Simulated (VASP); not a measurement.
Wanted: the native input for a VASP 6.6.1 run.

- Task: single point
- Functional: PBE
- Potentials or basis: VASP PAW PBE potentials, release 64 (Mg)
- Cutoff: 520 eV
- k mesh: 8 × 8 × 8
- Occupations: gaussian, width 0.1 eV
- Spin: no spin polarisation
- Dipole correction: no
- Further INCAR settings: ALGO = Fast; EDIFF = 1e-06; NBANDS = 7

The structure of Mg lies in POSCAR:

```
Mg
1.0
   -1.5428193031      1.5428193031      1.4424670212
    1.5428193031     -1.5428193031      1.4424670212
    1.5428193031      1.5428193031     -1.4424670212
Mg
1
Direct
    0.0000000000      0.0000000000      0.0000000000
```

One way to write it, as run:

INCAR

```
SYSTEM = Mg
PREC = Accurate
ENCUT = 520
EDIFF = 1E-6
ISMEAR = 0
SIGMA = 0.1
LREAL = .False.
LASPH = .True.
NELM = 60
ALGO = Fast
ISIF = 2
LWAVE = .False.
LCHARG = .True.
GGA = PE
LELF = .True.
LVHAR = .True.
NBANDS = 7
```

KPOINTS

```
regular mesh
0
Gamma
  8 8 8
  0 0 0
```

Potentials or basis: VASP PAW PBE potentials, release 64 (Mg).

Command:

```bash
$ cat potpaw_PBE.64/Mg/POTCAR > POTCAR
$ mpirun -np 1 vasp_std > vasp.out
```

Results of the run:

The pressure is 49.8 GPa. The band gap on the k mesh is zero (band 1 reaches 9.52 eV, above the bottom of band 2 at 4.79 eV).

Caveat: the k points lie up to 0.37 Å⁻¹ apart.

Run time: 4.3 s on 1 thread of Intel(R) Xeon(R) Platinum 8375C CPU @ 2.90GHz (Ice Lake), on a shared host, peak memory 0.12 GiB.
